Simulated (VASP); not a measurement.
# AlCo (P4/mmm) in VASP: further runs

The runs below take AlCo through single point, with PBEsol.

Everything below comes from runs of VASP 6.6.1. Logs are shortened: lines on timing, memory, paths and dates and some standing lists are left out, and cuts for length are marked.

### Step 1. The cell of the first run

It takes space group P4/mmm (No. 123, tetragonal). The conventional cell has a = 2.752 Å, b = 2.752 Å, c = 2.823 Å, α = 90.00°, β = 90.00°, γ = 90.00°. Al (site symmetry 4/mmm) has 8 Co at 2.40 Å and 6 Al at 2.75 to 2.82 Å within 3.2 Å. Within 3.2 Å of Co (site symmetry 4/mmm) lie 8 Al at 2.40 Å and 6 Co at 2.75 to 2.82 Å.

### Step 2. Single point, PBEsol (strain -0.025 along x and y, +0.000 along z)

Input file INCAR:

```
SYSTEM = AlCo
ALGO = Fast ; EDIFF = 1E-6
ENCUT = 520 ; GGA = PS
ISIF = 2 ; ISMEAR = 0
LASPH = .TRUE. ; LCHARG = .FALSE.
LREAL = .FALSE. ; LWAVE = .FALSE.
NBANDS = 13 ; NELM = 100
PREC = Accurate ; SIGMA = 0.15
```

Input file KPOINTS:

```
k-points
0
G
  22 22 22
  0 0 0
```

Input file POSCAR:

```
AlCo
1.0
    2.7520208976      0.0000000000      0.0000000000
    0.0000000000      2.7520208976      0.0000000000
    0.0000000000      0.0000000000      2.8225855360
Al Co
1 1
Direct
    0.0000000000      0.0000000000      0.0000000000
    0.5000000000      0.5000000000      0.5000000000
```

Potentials or basis: VASP PAW PBE potentials, release 64 (Al, Co).

The run is started by

```console
$ cat potpaw_PBE.64/Al/POTCAR potpaw_PBE.64/Co/POTCAR > POTCAR
$ mpirun -np 1 vasp_std > vasp.out
```

OUTCAR:

```text
SYSTEM = AlCo
   EDIFF = 1E-6
   ENCUT = 520
   GGA = PS
   ISIF = 2
   ISMEAR = 0
   LASPH = .TRUE.
   LREAL = .FALSE.
   NELM = 100
   PREC = Accurate

 ion  position               nearest neighbor table
   1  0.000  0.000  0.000-   2 2.40   2 2.40   2 2.40   2 2.40   2 2.40   2 2.40   2 2.40   2 2.40

   2  0.500  0.500  0.500-   1 2.40   1 2.40   1 2.40   1 2.40   1 2.40   1 2.40   1 2.40   1 2.40

  LATTYP: Found a simple tetragonal cell.
 ALAT       =     2.7520208976
 C/A-ratio  =     1.0256410256

  Lattice vectors:

 A1 = (   2.7520208976,   0.0000000000,   0.0000000000)
 A2 = (   0.0000000000,   2.7520208976,   0.0000000000)
 A3 = (   0.0000000000,   0.0000000000,   2.8225855360)

Analysis of symmetry for initial positions (statically):
=====================================================================
 Subroutine PRICEL returns:
 Original cell was already a primitive cell.

 Routine SETGRP: Setting up the symmetry group for a
 simple tetragonal supercell.

 Subroutine GETGRP returns: Found 16 space group operations
 (whereof 16 operations were pure point group operations)
 out of a pool of 16 trial point group operations.

The static configuration has the point symmetry D_4h.

Analysis of symmetry for dynamics (positions and initial velocities):
=====================================================================
 Subroutine PRICEL returns:
 Original cell was already a primitive cell.

 Routine SETGRP: Setting up the symmetry group for a
 simple tetragonal supercell.

 Subroutine GETGRP returns: Found 16 space group operations
 (whereof 16 operations were pure point group operations)
 out of a pool of 16 trial point group operations.

The dynamic configuration has the point symmetry D_4h.

 Subroutine INISYM returns: Found 16 space group operations
 (whereof 16 operations are pure point group operations),
 and found     1 'primitive' translations

----------------------------------------------------------------------------------------

                                     Primitive cell

  volume of cell :      21.3772

  direct lattice vectors                    reciprocal lattice vectors
     2.752020898  0.000000000  0.000000000     0.363369334  0.000000000  0.000000000
     0.000000000  2.752020898  0.000000000     0.000000000  0.363369334  0.000000000
     0.000000000  0.000000000  2.822585536     0.000000000  0.000000000  0.354285100

  length of vectors
     2.752020898  2.752020898  2.822585536     0.363369334  0.363369334  0.354285100

  position of ions in fractional coordinates (direct lattice)
     0.000000000  0.000000000  0.000000000
     0.500000000  0.500000000  0.500000000

  ion indices of the primitive-cell ions
   primitive index   ion index
                 1           1
                 2           2

----------------------------------------------------------------------------------------

 KPOINTS: k-points

Automatic generation of k-mesh.
 Grid dimensions read from file:
 generate k-points for:   22   22   22

 Generating k-lattice:

  Cartesian coordinates                     Fractional coordinates (reciprocal lattice)
     0.016516788  0.000000000  0.000000000     0.045454545  0.000000000  0.000000000
     0.000000000  0.016516788  0.000000000     0.000000000  0.045454545  0.000000000
     0.000000000  0.000000000  0.016103868     0.000000000  0.000000000  0.045454545

  Length of vectors
     0.016516788  0.016516788  0.016103868

  Shift w.r.t. Gamma in fractional coordinates (k-lattice)
     0.000000000  0.000000000  0.000000000

 Subroutine IBZKPT returns following result:
 ===========================================

 Found    936 irreducible k-points:

 Following reciprocal coordinates:
            Coordinates               Weight
  0.000000  0.000000  0.000000      1.000000
  0.045455  0.000000  0.000000      4.000000
  0.090909  0.000000  0.000000      4.000000
  0.136364  0.000000  0.000000      4.000000
  0.181818  0.000000  0.000000      4.000000
  0.227273  0.000000  0.000000      4.000000
[... 16 lines left out ...]
  0.500000  0.045455  0.000000      4.000000
  0.090909  0.090909  0.000000      4.000000
 [... further k-points ...]
   k-points           NKPTS =    936   k-points in BZ     NKDIM =    936   number of bands    NBANDS=     13
   number of dos      NEDOS =    301   number of ions     NIONS =      2
   total plane-waves  NPLWV =   9600
   dimension x,y,z NGX =    20 NGY =   20 NGZ =   24
   dimension x,y,z NGXF=    40 NGYF=   40 NGZF=   48
   ions per type =               1   1
   NGX,Y,Z   is equivalent  to a cutoff of  12.08, 12.08, 14.14 a.u.
   NGXF,Y,Z  is equivalent  to a cutoff of  24.16, 24.16, 28.27 a.u.
 SYSTEM =  AlCo
   PREC   = accura    normal or accurate (medium, high low for compatibility)
   ISTART =      0    job   : 0-new  1-cont  2-samecut
   ICHARG =      2    charge: 1-file 2-atom 10-const
   ISPIN  =      1    spin polarized calculation?
   LNONCOLLINEAR =      F non collinear calculations
   LSORBIT =      F    spin-orbit coupling
   LASPH  =      T    aspherical Exc in radial PAW
   ENCUT  =  520.0 eV  38.22 Ry    6.18 a.u.   5.12  5.12  5.25*2*pi/ulx,y,z
   NELM   =    100;   NELMIN=  2; NELMDL= -5     # of ELM steps
   EDIFF  = 0.1E-05   stopping-criterion for ELM
   LREAL  =      F    real-space projection
   EDIFFG = 0.1E-04   stopping-criterion for IOM
   NSW    =      0    number of steps for IOM
   IBRION =     -1    ionic relax: 0-MD 1-quasi-New 2-CG
   NFREE  =      0    steps in history (QN), initial steepest desc. (CG)
   ISIF   =      2    stress and relaxation
   ISYM   =      2    0-nonsym 1-usesym 2-fastsym
   POTIM  = 0.5000    time-step for ionic-motion
   TEBEG  =    0.0;   TEEND  =   0.0 temperature during run
   PSTRESS=    0.0 pullay stress
   NELECT =      12.0000    total number of electrons
   NUPDOWN=      -1.0000    fix difference up-down
   EMIN   =  10.00;   EMAX   =-10.00  energy-range for DOS
   EFERMI =   0.00;   METHOD = LEGACY
   ISMEAR =     0;   SIGMA  =   0.15  broadening in eV -4-tet -1-fermi 0-gaus
   EFERMI_NEDOS =   21; number of points for ismear=-14 and -15
   IALGO  =     68    algorithm
   IMIX   =      4    mixing-type and parameters
     AMIX     =   0.40;   BMIX     =  1.00
     AMIX_MAG =   1.60;   BMIX_MAG =  1.00
  volume/ion in A,a.u.               =      10.69        72.13
  Fermi-wavevector in a.u.,A,eV,Ry     =   1.350470  2.552019 24.813900  1.823770
  Thomas-Fermi vector in A             =   2.477972
   LORBIT       =      0    0 simple, 1 ext, 2 COOP (PROOUT), +10 PAW based schemes
   GGA     = PS    functional components
   LHFCALC =     F    Hartree Fock is set to
   AEXX    =    0.0000 exact exchange contribution
   IVDW    =     0    specifies the selected vdW correction
   LEPSILON=     F    determine dielectric tensor
   LRPA    =     F    only Hartree local field effects (RPA)
 non-spin polarized calculation
 RMM-DIIS sequential band-by-band and
 Gauss-broadening in eV      SIGMA  =   0.15
  energy-cutoff  :      520.00
  volume of cell :       21.38
 maximum number of plane-waves:       595
   NGX = 11   NGY = 11   NGZ = 11

 number of electron      12.0000007 magnetization

 Free energy of the ion-electron system (eV)
  ---------------------------------------------------
  ext. energy  EPLUGINS =         0.00000000
  ---------------------------------------------------
  free energy    TOTEN  =       -13.04329979 eV

  energy without entropy =      -13.03459905  energy(sigma->0) =      -13.03894942

 E-fermi :  11.5202     XC(G=0): -12.7804

 val. band max:       11.5179444024   @ k =   0.5000   0.4091   0.0909
 cond. band min:      11.5216639517   @ k =   0.5000   0.2273   0.5000
 fundamental gap:      0.0037195493
 Fermi energy:        11.5201737050

 k-point     1 :       0.0000    0.0000    0.0000
  band No.  band energies     occupation
      1      -0.0693      2.00000
      2       8.1650      2.00000
      3       8.2144      2.00000
      4      10.6052      2.00000
      5      10.6052      2.00000
      6      10.7090      2.00000
      7      17.2869      0.00000
      8      18.2558      0.00000
      9      18.2558      0.00000
     10      20.5280      0.00000
     11      20.7226      0.00000
     12      28.3146      0.00000
     13      33.9585      0.00000

 k-point     2 :       0.0455    0.0000    0.0000
  band No.  band energies     occupation
      1      -0.0271      2.00000
      2       8.1743      2.00000
      3       8.2175      2.00000
      4      10.5780      2.00000
      5      10.6080      2.00000
      6      10.6852      2.00000
      7      17.3485      0.00000
      8      17.7512      0.00000
      9      18.3138      0.00000
     10      20.5529      0.00000
     11      21.1594      0.00000
     12      28.4510      0.00000
     13      33.3579      0.00000

 k-point     3 :       0.0909    0.0000    0.0000
  band No.  band energies     occupation
      1       0.0993      2.00000
      2       8.1866      2.00000
      3       8.2369      2.00000
      4      10.5003      2.00000
      5      10.6160      2.00000
      6      10.6170      2.00000
      7      16.7659      0.00000
      8      17.5294      0.00000
      9      18.4849      0.00000
     10      20.5355      0.00000
     11      22.0299      0.00000
     12      28.8666      0.00000
     13      32.2560      0.00000
[... 305 lines left out ...]
 k-point    23 :       0.5000    0.0455    0.0000
  band No.  band energies     occupation
      1       4.5723      2.00000
      2       4.6339      2.00000
      3       8.8835      2.00000
      4       9.5380      2.00000
      5       9.7198      2.00000
      6      10.7205      2.00000
      7      11.8456      0.00215
      8      19.9514      0.00000
      9      22.1009      0.00000
     10      22.5355      0.00000
     11      23.7032      0.00000
     12      24.3322      0.00000
     13      27.8578      0.00000

 k-point    24 :       0.0909    0.0909    0.0000
  band No.  band energies     occupation
      1       0.2669      2.00000
      2       8.2367      2.00000
      3       8.2371      2.00000
      4      10.4858      2.00000
      5      10.5156      2.00000
      6      10.5395      2.00000
      7      16.6516      0.00000
      8      17.3059      0.00000
      9      17.7690      0.00000
     10      21.1255      0.00000
     11      22.8526      0.00000
     12      29.3395      0.00000
     13      31.2742      0.00000

 [... further k-points ...]
[... 5 lines left out ...]
  --------------------------------------------------------------------------------------
  -------------------------------------------------------------------------------------
  Total        1.6086862      1.6086862      0.9958267      0.0000000     -0.0000000      0.0000000
  in kB      120.5678037    120.5678037     74.6352139      0.0000000     -0.0000000      0.0000000
  external PRESSURE =     105.2569404 kB  Pullay stress =       0.0000000 kB

 VOLUME and BASIS-vectors are now :
 -----------------------------------------------------------------------------
  energy-cutoff  :      520.00
  volume of cell :       21.38
      direct lattice vectors                 reciprocal lattice vectors
     2.752020898  0.000000000  0.000000000     0.363369334  0.000000000  0.000000000
     0.000000000  2.752020898  0.000000000     0.000000000  0.363369334  0.000000000
     0.000000000  0.000000000  2.822585536     0.000000000  0.000000000  0.354285100

 POSITION                                       TOTAL-FORCE (eV/Angst)
 -----------------------------------------------------------------------------------
      0.00000      0.00000      0.00000         0.000000      0.000000      0.000000
      1.37601      1.37601      1.41129         0.000000      0.000000      0.000000
 -----------------------------------------------------------------------------------
    total drift:                               -0.000000      0.000000      0.000000

  FREE ENERGIE OF THE ION-ELECTRON SYSTEM (eV)
  ---------------------------------------------------
  free  energy   TOTEN  =       -13.0432997913 eV

  energy  without entropy=      -13.0345990479  energy(sigma->0) =      -13.03894942
```

Wall time 4.1 min (1 thread of Intel Xeon 8259CL, shared host); peak memory 0.37 GiB.

Results:

```yaml
Free_energy: -13.0433 eV
Pressure: 10.5 GPa
Band_gap_on_the_k_mesh: zero (bands 6 and 7 overlap by 2.61 eV)
```

Stress tensor (GPa, compression positive):
```
12.06  0.00  0.00
 0.00 12.06  0.00
 0.00  0.00  7.46
```

Levels at points of the mesh, in eV from the Fermi level:
```tsv
k point	band 4	band 5	band 6	band 7	band 8	band 9
(0.00, 0.00, 0.00)	-0.91	-0.91	-0.81	5.77	6.74	6.74
(0.50, 0.00, 0.00)	-1.99	-1.78	-0.78	0.33	8.52	10.51
(0.50, 0.50, 0.00)	-2.68	-1.74	-1.74	-0.18	2.85	4.19
(0.00, 0.00, 0.50)	-1.80	-1.80	-0.70	0.07	8.54	11.32
(0.50, 0.00, 0.50)	-2.79	-1.60	-1.58	-0.28	2.61	3.93
(0.50, 0.50, 0.50)	-0.25	-0.15	2.33	2.44	2.44	4.94
```

Caveat: the cell differs from its parent crystal (strain -0.025 along x and y, +0.000 along z); the cell stands under pressure; the PAW data sets were made with another functional, which shifts forces and pressure a little; the run has no spin polarisation, though such a crystal can be magnetic.

### Step 3. Single point, PBEsol (strain +0.000 along x and y, +0.050 along z)

Input file INCAR:

```
SYSTEM = AlCo
PREC     = Accurate       ! precision mode
ENCUT    = 520            ! plane-wave cutoff, eV
EDIFF    = 1E-7           ! SCF threshold, eV
ISMEAR   = 0              ! smearing method
SIGMA    = 0.15           ! smearing width, eV
LREAL    = .False.        ! projectors in reciprocal space
LASPH    = .True.         ! aspherical terms in the spheres
NELM     = 80             ! most SCF steps
ALGO     = Fast           ! electronic algorithm
ISIF     = 2              ! what is computed and relaxed
LWAVE    = .False.        ! write WAVECAR
LCHARG   = .True.         ! write CHGCAR
GGA      = PS             ! functional
LELF     = .True.         ! ELF
LVHAR    = .True.       
NBANDS   = 13             ! bands
```

Input file KPOINTS:

```
regular mesh
0
Gamma
  22 22 22
  0 0 0
```

Input file POSCAR:

```
AlCo
1.0
    2.8225855360      0.0000000000      0.0000000000
    0.0000000000      2.8225855360      0.0000000000
    0.0000000000      0.0000000000      2.9637148128
Al Co
1 1
Direct
    0.0000000000      0.0000000000      0.0000000000
    0.5000000000      0.5000000000      0.5000000000
```

Potentials or basis: VASP PAW PBE potentials, release 64 (Al, Co).

The run is started by

```console
$ cat potpaw_PBE.64/Al/POTCAR potpaw_PBE.64/Co/POTCAR > POTCAR
$ mpirun -np 1 vasp_std > vasp.out
```

It took 5.4 min on 1 thread of Intel Xeon 8259CL, shared host; peak memory 0.41 GiB.

The run converged. Its results:

| Quantity | Value |
| --- | --- |
| Free energy | -13.0416 eV |
| Pressure | -8.1 GPa |
| Band gap on the k mesh | zero (bands 6 and 7 overlap by 2.58 eV) |

Stress tensor (GPa, compression positive):
```
 -6.33   0.00   0.00
  0.00  -6.33   0.00
  0.00   0.00 -11.79
```

Levels at points of the mesh, in eV from the Fermi level:
```csv
k point,band 2,band 3,band 4,band 5,band 6,band 7,band 8,band 9,band 10,band 11
"(0.00, 0.00, 0.00)",-2.84,-2.77,-0.75,-0.75,-0.59,4.82,6.54,6.54,8.49,8.92
"(0.50, 0.00, 0.00)",-6.39,-2.21,-1.78,-1.44,-0.63,0.38,8.41,9.56,10.82,11.15
"(0.50, 0.50, 0.00)",-2.84,-2.32,-2.32,-1.51,-1.51,-0.06,2.73,3.76,11.86,14.94
"(0.00, 0.00, 0.50)",-6.55,-2.29,-1.46,-1.46,-0.51,-0.03,8.49,11.01,11.01,11.67
"(0.50, 0.00, 0.50)",-2.95,-2.78,-2.50,-1.29,-1.25,-0.22,2.30,3.32,13.04,15.88
"(0.50, 0.50, 0.50)",-3.74,-3.73,-0.21,-0.04,2.35,2.52,2.52,4.06,5.16,5.16
```

Caveat: the cell differs from its parent crystal (strain +0.000 along x and y, +0.050 along z); the cell stands under tension; the PAW data sets were made with another functional, which shifts forces and pressure a little; the run has no spin polarisation, though such a crystal can be magnetic. Spin polarisation is off, so any magnetic state and its effect on volume and gap are missing.

### Step 4. Single point, PBEsol (strain +0.050 along x and y, +0.000 along z)

Input file INCAR:

```
SYSTEM = AlCo
ALGO = Fast
EDIFF = 1E-6
ENCUT = 520
GGA = PS
ISIF = 2
ISMEAR = 0
LASPH = .TRUE.
LCHARG = .FALSE.
LREAL = .FALSE.
LWAVE = .FALSE.
NBANDS = 13
NELM = 100
PREC = Accurate
SIGMA = 0.15
```

Input file KPOINTS:

```
k-points
0
G
  22 22 22
  0 0 0
```

Input file POSCAR:

```
AlCo
1.0
    2.9637148128      0.0000000000      0.0000000000
    0.0000000000      2.9637148128      0.0000000000
    0.0000000000      0.0000000000      2.8225855360
Al Co
1 1
Direct
    0.0000000000      0.0000000000      0.0000000000
    0.5000000000      0.5000000000      0.5000000000
```

The run is started by

```console
$ cat potpaw_PBE.64/Al/POTCAR potpaw_PBE.64/Co/POTCAR > POTCAR
$ mpirun -np 1 vasp_std > vasp.out
```

Run time: 5.3 min. Hardware: 1 thread of Intel Xeon 8259CL, shared host; peak memory 0.42 GiB.

It converged, with:

- Free energy: -12.9498 eV
- Pressure: -15.0 GPa
- Band gap on the k mesh: zero (bands 6 and 7 overlap by 2.66 eV)

Stress tensor (GPa, compression positive):
```
-17.46   0.00   0.00
  0.00 -17.46   0.00
  0.00   0.00  -9.94
```

Levels at points of the mesh, in eV from the Fermi level:
```csv
k point,band 2,band 3,band 4,band 5,band 6,band 7,band 8,band 9,band 10,band 11
"(0.00, 0.00, 0.00)",-2.66,-2.59,-0.79,-0.60,-0.60,5.14,5.14,6.86,8.36,8.60
"(0.50, 0.00, 0.00)",-6.28,-2.12,-1.60,-1.26,-0.52,0.06,8.31,9.69,10.40,11.31
"(0.50, 0.50, 0.00)",-2.82,-2.66,-2.66,-1.10,-1.10,-0.26,1.97,2.90,12.86,15.84
"(0.00, 0.00, 0.50)",-6.10,-2.04,-1.56,-1.56,-0.65,0.47,8.41,9.85,9.85,10.89
"(0.50, 0.00, 0.50)",-2.72,-2.49,-2.20,-1.36,-1.33,-0.13,2.44,3.31,11.69,14.74
"(0.50, 0.50, 0.50)",-3.53,-3.53,-0.22,-0.05,2.39,2.39,2.54,3.60,4.71,5.25
```

Caveat: the cell differs from its parent crystal (strain +0.050 along x and y, +0.000 along z); the cell stands under tension; the PAW data sets were made with another functional, which shifts forces and pressure a little; the run has no spin polarisation, though such a crystal can be magnetic. Spin polarisation is off, so any magnetic state and its effect on volume and gap are missing.

### Step 5. Summary

```csv
cell,further INCAR settings,gap on the mesh (eV),pressure (GPa)
"a = 2.752, b = 2.752, c = 2.823 Å, 2 atoms",ALGO = Fast; EDIFF = 1e-06; NBANDS = 13,none,10.5
"a = 2.823, b = 2.823, c = 2.964 Å, 2 atoms",ALGO = Fast; EDIFF = 1e-07; NBANDS = 13,none,-8.1
"a = 2.964, b = 2.964, c = 2.823 Å, 2 atoms",ALGO = Fast; EDIFF = 1e-06; NBANDS = 13,none,-15.0
```

Alike in all rows: task single point; level PBEsol; potentials or basis VASP PAW PBE potentials, release 64 (Al, Co); no spin polarisation; k mesh 22 × 22 × 22; cutoff (eV) 520; smearing gaussian 0.15 eV.

Caveats: the PAW data sets were made with another functional, which shifts forces and pressure a little; the run has no spin polarisation, though such a crystal can be magnetic; the cell stands under tension (at least some runs); the cell stands under pressure (at least some runs).

Absolute energies hang on the potentials; compare differences alone.
